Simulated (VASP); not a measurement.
# Si3N in VASP: notebook

Runs on Si3N. Level: PBE+D3(BJ). Tasks: single point.

Program: VASP 6.6.1. These are calculated values, not measurements. Logs are shortened: lines on timing, memory, paths and dates and some standing lists are left out, and cuts for length are marked.

## Step 1: The cell of the first run

The cell holds a slab with vacuum, 8 atoms: a = 3.833 Å, b = 5.421 Å, c = 22.488 Å, α = 90.00°, β = 90.00°, γ = 90.00°.

## Step 2: Single point, PBE+D3(BJ)

Contents of INCAR:

```
PREC     = Accurate       # precision mode
ENCUT    = 520            # plane-wave cutoff, eV
EDIFF    = 1E-6           # SCF threshold, eV
ISMEAR   = 0              # smearing method
SIGMA    = 0.05           # smearing width, eV
LREAL    = F              # projectors in reciprocal space
LASPH    = T              # aspherical terms in the spheres
NELM     = 60             # most SCF steps
ALGO     = Normal         # electronic algorithm
ISIF     = 2              # what is computed and relaxed
LWAVE    = F              # write WAVECAR
LCHARG   = F              # write CHGCAR
LDIPOL   = T            
IDIPOL   = 3            
DIPOL    = 0.5 0.5 0.328
GGA      = PE             # functional
IVDW     = 12             # dispersion correction
NBANDS   = 27             # bands
```

Contents of KPOINTS:

```
Automatic mesh
0
Gamma
  7 5 1
```

Contents of POSCAR:

```
Si3N
1.0
    3.8333442755      0.0000000000      0.0000000000
    0.0000000000      5.4211674636      0.0000000000
    0.0000000000      0.0000000000     22.4877586337
Si N
6 2
Direct
    0.5000000000      0.0000000000      0.1778745523
    0.0000000000      0.2500000000      0.1778745523
    0.0000000000      0.5038839981      0.2608672216
    0.5000000000      0.7461160019      0.2608672216
    0.5000000000      0.0086033066      0.3418641564
    0.0000000000      0.2413966934      0.3418641564
    0.5000000000      0.8419366399      0.5063981173
    0.5000000000      0.8419366399      0.5553136192
```

Potentials or basis: VASP PAW PBE potentials, release 64 (Si, N).

Run with:

```console
$ cat potpaw_PBE.64/Si/POTCAR potpaw_PBE.64/N/POTCAR > POTCAR
$ mpirun -np 1 vasp_std > vasp.out
```

OUTCAR:

```text
PREC = Accurate
   ENCUT = 520
   EDIFF = 1E-6
   ISMEAR = 0
   LREAL = F
   LASPH = T
   NELM = 60
   ISIF = 2
   GGA = PE
   IVDW = 12
 IVDW          = 12

 ion  position               nearest neighbor table
   1  0.500  0.000  0.178-   4 2.32   2 2.35   2 2.35
   2  0.000  0.250  0.178-   3 2.32   1 2.35   1 2.35
   3  0.000  0.504  0.261-   6 2.31   2 2.32   4 2.32   4 2.32
   4  0.500  0.746  0.261-   5 2.31   1 2.32   3 2.32   3 2.32
   5  0.500  0.009  0.342-   6 2.29   6 2.29   4 2.31
   6  0.000  0.241  0.342-   5 2.29   5 2.29   3 2.31
   7  0.500  0.842  0.506-   8 1.10
   8  0.500  0.842  0.555-   7 1.10

  LATTYP: Found a simple orthorhombic cell.
 ALAT       =     3.8333442755
 B/A-ratio  =     1.4142135624
 C/A-ratio  =     5.8663550721

  Lattice vectors:

 A1 = (   3.8333442755,   0.0000000000,   0.0000000000)
 A2 = (   0.0000000000,   5.4211674636,   0.0000000000)
 A3 = (   0.0000000000,   0.0000000000,  22.4877586337)

Analysis of symmetry for initial positions (statically):
=====================================================================
 Subroutine PRICEL returns:
 Original cell was already a primitive cell.

 Routine SETGRP: Setting up the symmetry group for a
 simple orthorhombic supercell.

 Subroutine GETGRP returns: Found  2 space group operations
 (whereof  2 operations were pure point group operations)
 out of a pool of  8 trial point group operations.

The static configuration has the point symmetry C_1h.

Analysis of symmetry for dynamics (positions and initial velocities):
=====================================================================
 Subroutine PRICEL returns:
 Original cell was already a primitive cell.

 Routine SETGRP: Setting up the symmetry group for a
 simple orthorhombic supercell.

 Subroutine GETGRP returns: Found  2 space group operations
 (whereof  2 operations were pure point group operations)
 out of a pool of  8 trial point group operations.

The dynamic configuration has the point symmetry C_1h.

 Subroutine INISYM returns: Found  2 space group operations
 (whereof  2 operations are pure point group operations),
 and found     1 'primitive' translations

----------------------------------------------------------------------------------------

                                     Primitive cell

  volume of cell :     467.3226

  direct lattice vectors                    reciprocal lattice vectors
     3.833344276  0.000000000  0.000000000     0.260868821  0.000000000  0.000000000
     0.000000000  5.421167464  0.000000000     0.000000000  0.184462112  0.000000000
     0.000000000  0.000000000 22.487758634     0.000000000  0.000000000  0.044468638

  length of vectors
     3.833344276  5.421167464 22.487758634     0.260868821  0.184462112  0.044468638

  position of ions in fractional coordinates (direct lattice)
     0.500000000  0.000000000  0.177874552
     0.000000000  0.250000000  0.177874552
     0.000000000  0.503883998  0.260867222
     0.500000000  0.746116002  0.260867222
     0.500000000  0.008603307  0.341864156
     0.000000000  0.241396693  0.341864156
     0.500000000  0.841936640  0.506398117
     0.500000000  0.841936640  0.555313619

  ion indices of the primitive-cell ions
   primitive index   ion index
                 1           1
                 2           2
                 3           3
                 4           4
                 5           5
                 6           6
                 7           7
                 8           8

----------------------------------------------------------------------------------------

 KPOINTS: Automatic mesh

Automatic generation of k-mesh.
 Grid dimensions read from file:
 generate k-points for:    7    5    1

 Generating k-lattice:

  Cartesian coordinates                     Fractional coordinates (reciprocal lattice)
     0.037266974  0.000000000  0.000000000     0.142857143  0.000000000  0.000000000
     0.000000000  0.036892422  0.000000000     0.000000000  0.200000000  0.000000000
     0.000000000  0.000000000  0.044468638     0.000000000  0.000000000  1.000000000

  Length of vectors
     0.037266974  0.036892422  0.044468638

  Shift w.r.t. Gamma in fractional coordinates (k-lattice)
     0.000000000  0.000000000  0.000000000

 Subroutine IBZKPT returns following result:
 ===========================================

 Found     12 irreducible k-points:

 Following reciprocal coordinates:
            Coordinates               Weight
  0.000000  0.000000  0.000000      1.000000
  0.142857  0.000000  0.000000      2.000000
  0.285714  0.000000  0.000000      2.000000
  0.428571  0.000000  0.000000      2.000000
  0.000000  0.200000  0.000000      2.000000
  0.142857  0.200000  0.000000      4.000000
  0.285714  0.200000  0.000000      4.000000
  0.428571  0.200000  0.000000      4.000000
  0.000000  0.400000  0.000000      2.000000
  0.142857  0.400000  0.000000      4.000000
  0.285714  0.400000  0.000000      4.000000
  0.428571  0.400000  0.000000      4.000000
   k-points           NKPTS =     12   k-points in BZ     NKDIM =     12   number of bands    NBANDS=     27
   number of dos      NEDOS =    301   number of ions     NIONS =      8
   total plane-waves  NPLWV = 201600
   dimension x,y,z NGX =    30 NGY =   40 NGZ =  168
   dimension x,y,z NGXF=    60 NGYF=   80 NGZF=  336
   ions per type =               6   2
   NGX,Y,Z   is equivalent  to a cutoff of  13.01, 12.27, 12.42 a.u.
   NGXF,Y,Z  is equivalent  to a cutoff of  26.02, 24.53, 24.84 a.u.
 SYSTEM =  unknown system
   PREC   = accura    normal or accurate (medium, high low for compatibility)
   ISTART =      0    job   : 0-new  1-cont  2-samecut
   ICHARG =      2    charge: 1-file 2-atom 10-const
   ISPIN  =      1    spin polarized calculation?
   LNONCOLLINEAR =      F non collinear calculations
   LSORBIT =      F    spin-orbit coupling
   LASPH  =      T    aspherical Exc in radial PAW
   ENCUT  =  520.0 eV  38.22 Ry    6.18 a.u.   7.13 10.08 41.81*2*pi/ulx,y,z
   NELM   =     60;   NELMIN=  2; NELMDL= -5     # of ELM steps
   EDIFF  = 0.1E-05   stopping-criterion for ELM
   LREAL  =      F    real-space projection
   EDIFFG = 0.1E-04   stopping-criterion for IOM
   NSW    =      0    number of steps for IOM
   IBRION =     -1    ionic relax: 0-MD 1-quasi-New 2-CG
   NFREE  =      0    steps in history (QN), initial steepest desc. (CG)
   ISIF   =      2    stress and relaxation
   ISYM   =      2    0-nonsym 1-usesym 2-fastsym
   POTIM  = 0.5000    time-step for ionic-motion
   TEBEG  =    0.0;   TEEND  =   0.0 temperature during run
   PSTRESS=    0.0 pullay stress
   NELECT =      34.0000    total number of electrons
   NUPDOWN=      -1.0000    fix difference up-down
   EMIN   =  10.00;   EMAX   =-10.00  energy-range for DOS
   EFERMI =   0.00;   METHOD = LEGACY
   ISMEAR =     0;   SIGMA  =   0.05  broadening in eV -4-tet -1-fermi 0-gaus
   EFERMI_NEDOS =   21; number of points for ismear=-14 and -15
   IALGO  =     38    algorithm
   IMIX   =      4    mixing-type and parameters
     AMIX     =   0.40;   BMIX     =  1.00
     AMIX_MAG =   1.60;   BMIX_MAG =  1.00
  volume/ion in A,a.u.               =      58.42       394.21
  Fermi-wavevector in a.u.,A,eV,Ry     =   0.683432  1.291500  6.355006  0.467080
  Thomas-Fermi vector in A             =   1.762794
   LORBIT       =      0    0 simple, 1 ext, 2 COOP (PROOUT), +10 PAW based schemes
   GGA     = PE    functional components
   LHFCALC =     F    Hartree Fock is set to
   AEXX    =    0.0000 exact exchange contribution
   IVDW    =    12    specifies the selected vdW correction
   LEPSILON=     F    determine dielectric tensor
   LRPA    =     F    only Hartree local field effects (RPA)
 non-spin polarized calculation
 Gauss-broadening in eV      SIGMA  =   0.05
  energy-cutoff  :      520.00
  volume of cell :      467.32
 maximum number of plane-waves:     12627
 NGX is ok and might be reduce to    30
   NGX = 15   NGY = 21   NGZ = 83

 dipolmoment           0.000000      0.000000      0.000012 electrons x Angstroem

 number of electron      34.0000000 magnetization

 dipolmoment           0.000000      0.000000     -0.011799 electrons x Angstroem

 Free energy of the ion-electron system (eV)
  ---------------------------------------------------
  ext. energy  EPLUGINS =         0.00000000
  ---------------------------------------------------
  free energy    TOTEN  =       -45.02297867 eV

  energy without entropy =      -45.01650686  energy(sigma->0) =      -45.01974277

 E-fermi :  -1.6978     XC(G=0):  -3.8839

 val. band max:       -1.7177602998   @ k =   0.2857   0.2000   0.0000
 cond. band min:      -1.6812902999   @ k =   0.2857   0.4000   0.0000
 fundamental gap:      0.0364699999
 Fermi energy:        -1.6977860797

 k-point     1 :       0.0000    0.0000    0.0000
  band No.  band energies     occupation
      1     -25.6086      2.00000
      2     -13.1162      2.00000
      3     -11.2671      2.00000
      4     -10.6962      2.00000
      5      -9.8125      2.00000
      6      -8.8639      2.00000
[... 19 lines left out ...]
     26       1.6459      0.00000
     27       2.3833      0.00000

 k-point     2 :       0.1429    0.0000    0.0000
  band No.  band energies     occupation
      1     -25.6053      2.00000
      2     -12.9359      2.00000
      3     -11.0818      2.00000
      4     -10.6811      2.00000
      5      -9.6199      2.00000
      6      -8.8849      2.00000
[... 292 lines left out ...]
 k-point    12 :       0.4286    0.4000    0.0000
  band No.  band energies     occupation
      1     -25.5920      2.00000
      2     -11.0818      2.00000
      3     -10.6822      2.00000
      4     -10.6212      2.00000
      5      -9.4891      2.00000
      6      -9.0145      2.00000
[... 19 lines left out ...]
     26       2.7376      0.00000
     27       3.2142      0.00000

------------------------ aborting loop because EDIFF is reached ----------------------------------------

 vacuum level on the upper side and lower side of the slab       (xc-potential included)        -0.255        -0.182

 Edisp (eV)   -1.60454

 E8    (eV) :    -0.6825

  FORCE on cell =-STRESS in cart. coord.  units (eV):
  Direction    XX          YY          ZZ          XY          YZ          ZX
  --------------------------------------------------------------------------------------
  -------------------------------------------------------------------------------------
  Total       0.11962     0.16014     2.58077     0.00000     0.01304     0.00000
  in kB       0.41011     0.54902     8.84796     0.00000     0.04470     0.00000
  external pressure =        3.27 kB  Pullay stress =        0.00 kB

 VOLUME and BASIS-vectors are now :
 -----------------------------------------------------------------------------
  energy-cutoff  :      520.00
  volume of cell :      467.32
      direct lattice vectors                 reciprocal lattice vectors
     3.833344276  0.000000000  0.000000000     0.260868821  0.000000000  0.000000000
     0.000000000  5.421167464  0.000000000     0.000000000  0.184462112  0.000000000
     0.000000000  0.000000000 22.487758634     0.000000000  0.000000000  0.044468638

 POSITION                                       TOTAL-FORCE (eV/Angst)
 -----------------------------------------------------------------------------------
      1.91667      0.00000      4.00000         0.000000      0.555277     -0.053681
      0.00000      1.35529      4.00000         0.000000     -0.556326     -0.052023
      0.00000      2.73164      5.86632         0.000000     -0.089585     -0.000466
      1.91667      4.04482      5.86632         0.000000      0.079945      0.002660
      1.91667      0.04664      7.68776         0.000000      0.010414      0.024972
      0.00000      1.30865      7.68776         0.000000      0.003628      0.085798
      1.91667      4.56428     11.38776         0.000000     -0.006333     -2.122334
      1.91667      4.56428     12.48776         0.000000      0.002980      2.115074
 -----------------------------------------------------------------------------------
    total drift:                                0.000000     -0.000250     -0.000407

  FREE ENERGIE OF THE ION-ELECTRON SYSTEM (eV)
  ---------------------------------------------------
  free  energy   TOTEN  =       -46.6275144598 eV

  energy  without entropy=      -46.6210426458  energy(sigma->0) =      -46.62427855

 vacuum level on the upper side and lower side of the slab         2.879         2.990
```

It took 1.9 min on 1 thread of Intel Xeon 6975P-C (Granite Rapids), shared host; peak memory 0.53 GiB.

What came out:

```yaml
Free_energy: -46.6275 eV
Largest_force: 2.122 eV/Å
Band_gap_on_the_k_mesh: zero (band 17 reaches -1.52 eV, above the bottom of band 18 at -1.80 eV)
Dispersion_energy_per_atom: -0.201 eV
```

Forces on the atoms (eV/Å):
```
Si   0.000  0.555 -0.054
Si   0.000 -0.556 -0.052
Si   0.000 -0.090  0.000
Si   0.000  0.080  0.003
Si   0.000  0.010  0.025
Si   0.000  0.004  0.086
N    0.000 -0.006 -2.122
N    0.000  0.003  2.115
```

Caveat: the standard files for N, O and F lose accuracy on very short bonds.

## Step 3: Single point, PBE+D3(BJ)

Contents of INCAR:

```
ALGO = Normal ; DIPOL = 0.5 0.5 0.328
EDIFF = 1E-6 ; ENCUT = 520
GGA = PE ; IDIPOL = 3
ISIF = 2 ; ISMEAR = 0
IVDW = 12 ; LASPH = True
LCHARG = True ; LDIPOL = True
LELF = True ; LREAL = False
LVACPOTAV = True ; LVHAR = True
LWAVE = False ; NBANDS = 27
NELM = 80 ; PREC = Accurate
SIGMA = 0.05
```

Contents of KPOINTS:

```
k-points
0
Gamma
  7 5 1
```

Changes to POSCAR since step 2:

```diff
@@ -14,3 +14,3 @@
     0.0000000000      0.2413966934      0.3418641564
-    0.5000000000      0.8419366399      0.5063981173
-    0.5000000000      0.8419366399      0.5553136192
+    1.0000000000      0.3419366399      0.5063981173
+    1.0000000000      0.3419366399      0.5553136192
```

Potentials or basis: VASP PAW PBE potentials, release 64 (Si, N).

Run with:

```console
$ cat potpaw_PBE.64/Si/POTCAR potpaw_PBE.64/N/POTCAR > POTCAR
$ mpirun -np 1 vasp_std > vasp.out
```

Run time: 2 min. Hardware: 1 thread of Intel Xeon 6975P-C (Granite Rapids), shared host; peak memory 0.52 GiB.

It converged, with:

```
Free energy                : -46.6268 eV
Largest force              : 2.114 eV/Å
Band gap on the k mesh     : zero (band 17 reaches -1.50 eV, above the bottom of band 18 at -1.78 eV)
Dispersion energy per atom : -0.201 eV
```

Forces on the atoms (eV/Å):
```
Si   0.000  0.558 -0.050
Si   0.000 -0.556 -0.052
Si   0.000 -0.082  0.000
Si   0.000  0.093 -0.002
Si   0.000 -0.007  0.086
Si   0.000 -0.006  0.017
N    0.000  0.002 -2.113
N    0.000 -0.001  2.114
```

Levels at points of the mesh, in eV from the Fermi level:
```tsv
k point	band 14	band 15	band 16	band 17	band 18	band 19	band 20	band 21
(0.00, 0.00, 0.00)	-1.22	-0.71	-0.41	-0.31	0.26	1.18	2.09	2.45
```

Caveat: the standard files for N, O and F lose accuracy on very short bonds.
